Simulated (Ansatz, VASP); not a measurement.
# Two plane-wave programs on KCl

Contents of INCAR:

```
  ALGO = Normal
  EDIFF = 1E-6
  ENCUT = 520
  GGA = PE
  ISIF = 2
  ISMEAR = 0
  LASPH = True
  LCHARG = False
  LREAL = False
  LWAVE = False
  NBANDS = 15
  NELM = 60
  PREC = Accurate
  SIGMA = 0.05
```

File KPOINTS:

```
k-points
0
Gamma
  10 10 10
```

POSCAR

```
KCl
1.0
    0.0000000000      3.2118758254      3.2118758254
    3.2118758254      0.0000000000      3.2118758254
    3.2118758254      3.2118758254      0.0000000000
K Cl
1 1
Direct
    0.0000000000      0.0000000000      0.0000000000
    0.5000000000      0.5000000000      0.5000000000
```

Input for Ansatz:

```yaml
crystal:
  lattice:
    - [0.0, 3.2118758254, 3.2118758254]
    - [3.2118758254, 0.0, 3.2118758254]
    - [3.2118758254, 3.2118758254, 0.0]
  atoms:
    - { symbol: K, position: [0.0, 0.0, 0.0] }
    - { symbol: Cl, position: [0.5, 0.5, 0.5] }
basis:
  ecutwfc: 420
  ecutrho_ratio: 4
kpoints:
  mp_grid: { grid: [10, 10, 10] }
hamiltonian:
  xc: pbe
scf:
  occupations: { method: gaussian, width: 0.05 }
output:
  forces: true
  stress: true
  eigenvalues: true
```

Alike in both runs: task single point; functional PBE; k mesh 10 × 10 × 10; occupations gaussian, width 0.05 eV; no spin polarisation.

|  | VASP | Ansatz |
| --- | --- | --- |
| version | VASP 6.6.1 | Ansatz 0.2.0 |
| potentials or method | VASP PAW PBE potentials, release 64 (K_sv, Cl), cutoff 520 eV | scalar-relativistic, plane waves, PAW |
| valence electrons in the cell | 16 | 16 |

```csv
,VASP,Ansatz,Ansatz less VASP
gap on the k mesh at the Fermi level (eV),4.98,4.98,+0.002
least direct gap on the mesh (eV),4.98,4.98,+0.002
pressure (GPa),-0.3,-0.3,-0.01
```
